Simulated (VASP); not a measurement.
# P (Fd-3m) in VASP: notebook

The runs below take P through relaxation of cell and atoms, with PBE.

Program: VASP 6.6.1. These are calculated values, not measurements. Logs are shortened: lines on timing, memory, paths and dates and some standing lists are left out, and cuts for length are marked.

**1. The cell of the first run**

It takes space group Fd-3m (No. 227, cubic). Conventional cell: a = 3.690 Å, b = 3.690 Å, c = 3.690 Å, α = 90.00°, β = 90.00°, γ = 90.00°. Within 2.1 Å of P (site symmetry -43m) lie 4 P at 1.60 Å.

This isn't the form of P at room conditions, which is orthorhombic.

**2. Relaxation of cell and atoms, PBE, target pressure 450 GPa, at which the enthalpy is minimised**

Contents of INCAR:

```
PREC = Accurate
ENCUT = 600
EDIFF = 1E-7
ISMEAR = -1
SIGMA = 0.08
LREAL = F
LASPH = T
NELM = 60
ALGO = Normal
ISIF = 3
LWAVE = F
LCHARG = F
GGA = PE
IBRION = 2
NSW = 60
EDIFFG = -0.005
PSTRESS = 4500.0
```

Contents of KPOINTS:

```
regular mesh
0
Gamma
  17 17 17
```

Contents of POSCAR:

```
P
1.0
    0.0000000000      1.8448678159      1.8448678159
    1.8448678159      0.0000000000      1.8448678159
    1.8448678159      1.8448678159      0.0000000000
P
2
Direct
   -0.1250000000     -0.1250000000     -0.1250000000
    0.1250000000      0.1250000000      0.1250000000
```

Potentials or basis: VASP PAW PBE potentials, release 64 (P).

Run with:

```sh
$ cat potpaw_PBE.64/P/POTCAR > POTCAR
$ mpirun -np 1 vasp_std > vasp.out
```

OUTCAR:

```text
PREC = Accurate
   ENCUT = 600
   EDIFF = 1E-7
   ISMEAR = -1
   LREAL = F
   LASPH = T
   NELM = 60
   ISIF = 3
   GGA = PE
   IBRION = 2
   NSW = 60
   EDIFFG = -0.005
   PSTRESS = 4500.0

 ion  position               nearest neighbor table
   1  0.875  0.875  0.875-   2 1.60   2 1.60   2 1.60   2 1.60
   2  0.125  0.125  0.125-   1 1.60   1 1.60   1 1.60   1 1.60

  LATTYP: Found a face centered cubic cell.
 ALAT       =     3.6897356318

  Lattice vectors:

 A1 = (   0.0000000000,   1.8448678159,   1.8448678159)
 A2 = (   1.8448678159,   0.0000000000,   1.8448678159)
 A3 = (   1.8448678159,   1.8448678159,   0.0000000000)

Analysis of symmetry for initial positions (statically):
=====================================================================
 Subroutine PRICEL returns:
 Original cell was already a primitive cell.

 Routine SETGRP: Setting up the symmetry group for a
 face centered cubic supercell.

 Subroutine GETGRP returns: Found 48 space group operations
 (whereof 12 operations were pure point group operations)
 out of a pool of 48 trial point group operations.

The static configuration has the point symmetry D_3d.
 The point group associated with its full space group is O_h .

Analysis of symmetry for dynamics (positions and initial velocities):
=====================================================================
 Subroutine PRICEL returns:
 Original cell was already a primitive cell.

 Routine SETGRP: Setting up the symmetry group for a
 face centered cubic supercell.

 Subroutine GETGRP returns: Found 48 space group operations
 (whereof 12 operations were pure point group operations)
 out of a pool of 48 trial point group operations.

The dynamic configuration has the point symmetry D_3d.
 The point group associated with its full space group is O_h .

 Subroutine INISYM returns: Found 48 space group operations
 (whereof 12 operations are pure point group operations),
 and found     1 'primitive' translations

----------------------------------------------------------------------------------------

                                     Primitive cell

  volume of cell :      12.5582

  direct lattice vectors                    reciprocal lattice vectors
     0.000000000  1.844867816  1.844867816    -0.271022127  0.271022127  0.271022127
     1.844867816  0.000000000  1.844867816     0.271022127 -0.271022127  0.271022127
[... 100 lines left out ...]
   ISMEAR =    -1;   SIGMA  =   0.08  broadening in eV -4-tet -1-fermi 0-gaus
   EFERMI_NEDOS =   21; number of points for ismear=-14 and -15
   IALGO  =     38    algorithm
   IMIX   =      4    mixing-type and parameters
     AMIX     =   0.40;   BMIX     =  1.00
     AMIX_MAG =   1.60;   BMIX_MAG =  1.00
  volume/ion in A,a.u.               =       6.28        42.37
  Fermi-wavevector in a.u.,A,eV,Ry     =   1.517398  2.867467 31.327380  2.302497
  Thomas-Fermi vector in A             =   2.626659
   LORBIT       =      0    0 simple, 1 ext, 2 COOP (PROOUT), +10 PAW based schemes
   GGA     = PE    functional components
   LHFCALC =     F    Hartree Fock is set to
   AEXX    =    0.0000 exact exchange contribution
   IVDW    =     0    specifies the selected vdW correction
   LEPSILON=     F    determine dielectric tensor
   LRPA    =     F    only Hartree local field effects (RPA)
 conjugate gradient relaxation of ions
 non-spin polarized calculation
  energy-cutoff  :      600.00
  volume of cell :       12.56
 maximum number of plane-waves:       440
 NGX is ok and might be reduce to    24
   NGX = 11   NGY = 11   NGZ = 11

--------------------------------------- Ionic step        1  -------------------------------------------

 number of electron      10.0000000 magnetization

 Free energy of the ion-electron system (eV)
  ---------------------------------------------------
  ext. energy  EPLUGINS =         0.00000000
  ---------------------------------------------------
  free energy    TOTEN  =        15.15004823 eV

  energy without entropy =       15.16450726  energy(sigma->0) =       15.15727775

------------------------ aborting loop because EDIFF is reached ----------------------------------------

  FORCE on cell =-STRESS in cart. coord.  units (eV):
  Direction    XX          YY          ZZ          XY          YZ          ZX
  --------------------------------------------------------------------------------------
  -------------------------------------------------------------------------------------
  Total       66.8677426     66.8677426     66.8677426      0.0000000     -0.0000000     -0.0000000
  in kB     8531.0303060   8531.0303060   8531.0303060      0.0000000     -0.0000000     -0.0000000
  external PRESSURE =    4031.0303060 kB  Pullay stress =    4500.0000000 kB
[... 25 lines left out ...]
--------------------------------------- Ionic step        2  -------------------------------------------

 number of electron       9.9999984 magnetization

 E-fermi :   1.2340     XC(G=0):  -7.4153

 val. band max:        1.2327215106   @ k =  -0.3529   0.4706   0.1176
 cond. band min:       1.2588031849   @ k =   0.3529   0.2941   0.0588
 fundamental gap:      0.0260816743
 Fermi energy:         1.2340304549

 k-point     1 :       0.0000    0.0000    0.0000
  band No.  band energies     occupation
      1     -10.2424      2.00000
      2      -5.0611      2.00000
      3      -0.4263      2.00000
      4      -0.4263      2.00000
      5      -0.4263      2.00000
      6       1.8715      0.00069
      7       1.8715      0.00069
      8       1.8715      0.00069
      9       6.6593      0.00000
[... 347 lines left out ...]
  energy  without entropy=       -5.7124331612  energy(sigma->0) =       -5.72479708

  enthalpy is  TOTEN    =        55.0194898261 eV   P V=       60.7566508209

[... ionic steps 4 to 19 ...]

--------------------------------------- Ionic step       20  -------------------------------------------

 number of electron       9.9999999 magnetization

------------------------ aborting loop because EDIFF is reached ----------------------------------------
[... 71 lines left out ...]
--------------------------------------- Ionic step       22  -------------------------------------------

 number of electron       9.9999999 magnetization

 Free energy of the ion-electron system (eV)
  ---------------------------------------------------
  ext. energy  EPLUGINS =         0.00000000
  ---------------------------------------------------
  free energy    TOTEN  =         4.05441470 eV

  energy without entropy =        4.07323693  energy(sigma->0) =        4.06382581

 E-fermi :  20.5777     XC(G=0): -14.0616

 val. band max:       20.5649658749   @ k =  -0.4118   0.4118   0.1765
 cond. band min:      20.5888212464   @ k =  -0.4118   0.0588   0.0000
 fundamental gap:      0.0238553715
 Fermi energy:        20.5777204770

 k-point     1 :       0.0000    0.0000    0.0000
  band No.  band energies     occupation
      1      -4.1589      2.00000
      2      16.6236      2.00000
      3      16.6236      2.00000
      4      16.6236      2.00000
      5      20.4035      1.79641
      6      20.4035      1.79641
      7      20.4035      1.79641
      8      26.7557      0.00000
      9      32.1043      0.00000
[... 309 lines left out ...]
  energy  without entropy=        4.0732369311  energy(sigma->0) =        4.06382581

  enthalpy is  TOTEN    =        47.2877311580 eV   P V=       43.2333164603

 reached required accuracy - stopping structural energy minimisation
```

Wall time 5.4 min (1 thread of AMD EPYC 7R43 (Zen 3), shared host); peak memory 0.1 GiB.

Results:

```
Free energy                                                : 4.0544 eV
Relaxed volume                                             : 7.70 Å³/atom
Relaxed cell                                               : a = 2.792 Å, b = 2.792 Å, c = 2.792 Å, α = 60.00°, β = 60.00°, γ = 60.00°
Space group after relaxing (to 0.1 Å)                      : Fd-3m (No. 227)
Energy change on relaxing (the run minimises the enthalpy) : -5547.8 meV/atom
Ionic steps                                                : 22
Pressure after relaxing                                    : 450.0 GPa
Band gap on the k mesh                                     : zero (bands 5 and 6 overlap by 5.61 eV)
```

The path:
```csv
step,energy change (eV),largest force (eV/Å),pressure (GPa),volume (Å³)
1,0.0000,0.0000,853.10,12.56
2,-23.3899,0.0000,-11.64,68.71
3,-20.8872,0.0000,126.09,21.63
4,-12.6142,0.0000,397.74,15.97
5,-11.2600,0.0000,444.35,15.45
6,-11.0874,0.0000,450.33,15.39
7,-11.0875,0.0000,450.33,15.39
8,-11.0878,0.0000,450.32,15.39
9,-11.0878,0.0000,450.32,15.39
10,-11.0878,0.0000,450.32,15.39
11,-11.0878,0.0000,450.32,15.39
12,-11.0878,0.0000,450.32,15.39
13,-11.0878,0.0000,450.32,15.39
14,-11.0878,0.0000,450.32,15.39
15,-11.0878,0.0000,450.32,15.39
16,-11.0879,0.0000,450.31,15.39
17,-11.0880,0.0000,450.31,15.39
18,-11.0883,0.0000,450.30,15.39
19,-11.0887,0.0000,450.29,15.39
20,-11.0897,0.0000,450.25,15.39
21,-11.0917,0.0000,450.19,15.39
22,-11.0956,0.0000,450.05,15.39
```

Final structure:
```yaml
crystal:
  lattice:
    - [0.00000, 1.97437, 1.97437]
    - [1.97437, 0.00000, 1.97437]
    - [1.97437, 1.97437, 0.00000]
  atoms:
    - { symbol: P, position: [0.87500, 0.87500, 0.87500] }
    - { symbol: P, position: [0.12500, 0.12500, 0.12500] }
```

Caveat: the cell is relaxed towards a set pressure, so the run minimises the enthalpy, not the energy; the volume moved by over 15 % at a fixed basis, so the end points are rough.

**3. Relaxation of cell and atoms, PBE, target pressure 450 GPa, at which the enthalpy is minimised**

This run uses another cell than the first one, of 7.73 Å³/atom.

Contents of INCAR:

```
SYSTEM = P
  ALGO = Normal
  EDIFF = 1E-6
  EDIFFG = -0.005
  ENCUT = 600
  GGA = PE
  IBRION = 2
  ISIF = 3
  ISMEAR = -1
  LASPH = .True.
  LCHARG = .False.
  LREAL = .False.
  LWAVE = .False.
  NELM = 60
  NSW = 32
  PREC = Accurate
  PSTRESS = 4500.0
  SIGMA = 0.08
```

Contents of KPOINTS:

```
k-points
0
Gamma
  17 17 17
  0 0 0
```

Contents of POSCAR:

```
P
1.0
    0.0000000000      1.9768345371      1.9768345371
    1.9768345371      0.0000000000      1.9768345371
    1.9768345371      1.9768345371      0.0000000000
P
2
Direct
   -0.1250000000     -0.1250000000     -0.1250000000
    0.1250000000      0.1250000000      0.1250000000
```

Potentials or basis: VASP PAW PBE potentials, release 64 (P).

Run with:

```sh
$ cat potpaw_PBE.64/P/POTCAR > POTCAR
$ mpirun -np 1 vasp_std > vasp.out
```

OUTCAR:

```text
SYSTEM = P
   EDIFF = 1E-6
   EDIFFG = -0.005
   ENCUT = 600
   GGA = PE
   IBRION = 2
   ISIF = 3
   ISMEAR = -1
   LASPH = .True.
   LREAL = .False.
   NELM = 60
   NSW = 32
   PREC = Accurate
   PSTRESS = 4500.0

 ion  position               nearest neighbor table
   1  0.875  0.875  0.875-   2 1.71   2 1.71   2 1.71   2 1.71
   2  0.125  0.125  0.125-   1 1.71   1 1.71   1 1.71   1 1.71

  LATTYP: Found a face centered cubic cell.
 ALAT       =     3.9536690742

  Lattice vectors:

 A1 = (   0.0000000000,   1.9768345371,   1.9768345371)
 A2 = (   1.9768345371,   0.0000000000,   1.9768345371)
 A3 = (   1.9768345371,   1.9768345371,   0.0000000000)

Analysis of symmetry for initial positions (statically):
=====================================================================
[... 258 lines left out ...]
  free energy    TOTEN  =         4.04940461 eV

  energy without entropy =        4.06822844  energy(sigma->0) =        4.05881653

 E-fermi :  20.5764     XC(G=0): -14.0613

 val. band max:       20.5634814506   @ k =  -0.4118   0.4118   0.1765
 cond. band min:      20.5876846673   @ k =  -0.4118   0.0588   0.0000
 fundamental gap:      0.0242032167
 Fermi energy:        20.5763547791

 k-point     1 :       0.0000    0.0000    0.0000
  band No.  band energies     occupation
      1      -4.1591      2.00000
      2      16.6219      2.00000
      3      16.6219      2.00000
      4      16.6219      2.00000
      5      20.4022      1.79621
      6      20.4022      1.79621
      7      20.4022      1.79621
      8      26.7542      0.00000
      9      26.7542      0.00000
[... 265 lines left out ...]
 k-point    24 :      -0.1176    0.0588    0.0000
  band No.  band energies     occupation
      1      -3.5886      2.00000
      2      13.6910      2.00000
      3      14.9971      2.00000
      4      16.4158      2.00000
      5      21.0089      0.00893
      6      21.5316      0.00001
      7      22.0672      0.00000
      8      25.0538      0.00000
      9      26.2343      0.00000

 [... further k-points ...]
[... 5 lines left out ...]
  --------------------------------------------------------------------------------------
  -------------------------------------------------------------------------------------
  Total       43.2304661     43.2304661     43.2304661     -0.0000000      0.0000000      0.0000000
  in kB     4499.5381638   4499.5381638   4499.5381638     -0.0000000      0.0000000      0.0000000
  external PRESSURE =      -0.4618362 kB  Pullay stress =    4500.0000000 kB
[... 21 lines left out ...]
  energy  without entropy=        4.0682284428  energy(sigma->0) =        4.05881653

  enthalpy is  TOTEN    =        47.2843079516 eV   P V=       43.2349033393

 reached required accuracy - stopping structural energy minimisation
```

OSZICAR:

```text
N       E                     dE             d eps       ncg     rms          rms(c)
DAV:   1     0.384847506665E+02    0.38485E+02   -0.57772E+03  2986   0.116E+03
DAV:   2     0.372842295345E+01   -0.34756E+02   -0.33542E+02  4483   0.158E+02
DAV:   3     0.294491074134E+01   -0.78351E+00   -0.76458E+00  3501   0.236E+01
[... 18 lines left out ...]
DAV:   2     0.404545092799E+01    0.92379E-02   -0.92322E-03  3274   0.846E-01    0.908E-01
DAV:   3     0.404933167825E+01    0.38808E-02   -0.90196E-03  3097   0.661E-01    0.258E-01
DAV:   4     0.404935116143E+01    0.19483E-04   -0.12995E-04  3438   0.113E-01    0.142E-01
DAV:   5     0.404940492536E+01    0.53764E-04   -0.11019E-05  3828   0.316E-02    0.207E-02
DAV:   6     0.404940461230E+01   -0.31306E-06   -0.19998E-07  1609   0.450E-03
   3 F= 0.47284308E+02 E0= 0.47293720E+02  d E =-.101707E-02
```

It took 69 s on 1 thread of AMD EPYC 7R43 (Zen 3), shared host; peak memory 0.11 GiB.

What came out:

```yaml
Free_energy: 4.0494 eV
Relaxed_volume: 7.70 Å³/atom
Relaxed_cell: a = 2.792 Å, b = 2.792 Å, c = 2.792 Å, α = 60.00°, β = 60.00°, γ = 60.00°
Space_group_after_relaxing_to_0.1_Å: Fd-3m (No. 227)
Energy_change_on_relaxing_the_run_minimises_the_enthalpy: +79.7 meV/atom
Ionic_steps: 3
Pressure_after_relaxing: 450.0 GPa
Band_gap_on_the_k_mesh: zero (bands 5 and 6 overlap by 5.61 eV)
```

The path:
```csv
step,energy change (eV),largest force (eV/Å),pressure (GPa),volume (Å³)
1,0.0000,0.0000,444.36,15.45
2,1.7794,0.0000,506.55,14.85
3,0.1594,0.0000,449.95,15.39
```

Final structure:
```
CELL_PARAMETERS angstrom
0.00000 1.97440 1.97440
1.97440 0.00000 1.97440
1.97440 1.97440 0.00000
ATOMIC_POSITIONS crystal
P 0.87500 0.87500 0.87500
P 0.12500 0.12500 0.12500
```

Levels at points of the mesh, in eV from the Fermi level:
```csv
k point,band 1,band 2,band 3,band 4,band 5,band 6,band 7,band 8,band 9
"(0.00, 0.00, 0.00)",-24.74,-3.95,-3.95,-3.95,-0.17,-0.17,-0.17,6.18,6.18
```

Caveat: the cell is relaxed towards a set pressure, so the run minimises the enthalpy, not the energy.

The gap in the log of VASP goes by the Fermi energy; the results here count the filled bands.